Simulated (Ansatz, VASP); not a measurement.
**Two plane-wave programs on Sn**

Contents of POSCAR:

```
Sn
1.0
   -2.9401404553      2.9401404553      1.5993019889
    2.9401404553     -2.9401404553      1.5993019889
    2.9401404553      2.9401404553     -1.5993019889
Sn
2
Direct
    0.0000000000      0.0000000000      0.0000000000
    0.7500000000      0.2500000000      0.5000000000
```

Contents of INCAR.step1:

```
ALGO = Normal
EDIFF = 1E-5
ENCUT = 520
GGA = PE
ISIF = 2
ISMEAR = -1
LASPH = True
LCHARG = False
LREAL = False
LWAVE = True
NBANDS = 21
NELM = 80
PREC = Accurate
SIGMA = 0.05
```

File INCAR.step2:

```
AEXX = 0.25
ALGO = Normal
EDIFF = 1E-6
ENCUT = 520
GGA = PE
HFSCREEN = 0.3
ISIF = 2
ISMEAR = -1
ISTART = 1
LASPH = True
LCHARG = False
LHFCALC = True
LREAL = False
LWAVE = False
NBANDS = 21
NELM = 80
PREC = Accurate
PRECFOCK = Normal
SIGMA = 0.05
```

Contents of KPOINTS:

```
k-points
0
Gamma
  5 5 5
```

File input.yaml:

```yaml
crystal:
  lattice:
    - [-2.9401404553, 2.9401404553, 1.5993019889]
    - [2.9401404553, -2.9401404553, 1.5993019889]
    - [2.9401404553, 2.9401404553, -1.5993019889]
  atoms:
    - { symbol: Sn, position: [0.0, 0.0, 0.0] }
    - { symbol: Sn, position: [0.75, 0.25, 0.5] }
hamiltonian:
  xc: { exchange: pbe, correlation: pbe, exx: { coeff: 0.25, omega: 0.3 } }
  pseudopotentials: { kind: paw }
kpoints:
  mp_grid: { grid: [5, 5, 5] }
  band_path:
    path:
      - [[0.0, 0.0, 0.0], [0.0, 0.0, 0.5], [-0.5, 0.5, 0.5], [0.0, 0.0, 0.0], [0.3239715651, 0.3239715651, -0.3239715651], [0.25, 0.25, 0.25], [0.0, 0.5, 0.0], [-0.3239715651, 0.6760284349, 0.3239715651], [-0.5, 0.5, 0.5]]
      - [[0.0, 0.0, 0.5], [0.25, 0.25, 0.25]]
    npoints: 4
scf:
  occupations: { method: fermi_dirac, width: 0.05 }
  n_extra_bands: 6
output:
  forces: true
  stress: true
  eigenvalues: true
  fatbands: false
```

Alike in both runs: functional PBE-based screened hybrid with a share of 0.25 of exact exchange and HFSCREEN = 0.3; k mesh 5 × 5 × 5; occupations fermi-dirac, width 0.05 eV; no spin polarisation.

|  | VASP | Ansatz |
| --- | --- | --- |
| version | VASP 6.6.1 | Ansatz 0.2.0 |
| potentials or method | VASP PAW PBE potentials, release 64 (Sn_d) | Ansatz PAW |
| plane-wave cutoff (eV) | 520 | 420 |
| valence electrons in the cell | 28 | 28 |
| task | single point | band structure |

VASP gave:

```
gap on the k mesh at the Fermi level (eV)                     : none
pressure (GPa)                                                : 0.1
traceless stress, the component that is largest in VASP (GPa) : -3.93
```

Which values does Ansatz return?

gap on the k mesh at the Fermi level (eV): none; pressure (GPa): 0.2; traceless stress, the component that is largest in VASP (GPa): -3.93.

VASP's potentials were made for PBE, not for PBE-based screened hybrid. A gap of «none» marks a metal or a gap that the smearing closes.

The k mesh is coarse, so the values compare programs but aren't converged.
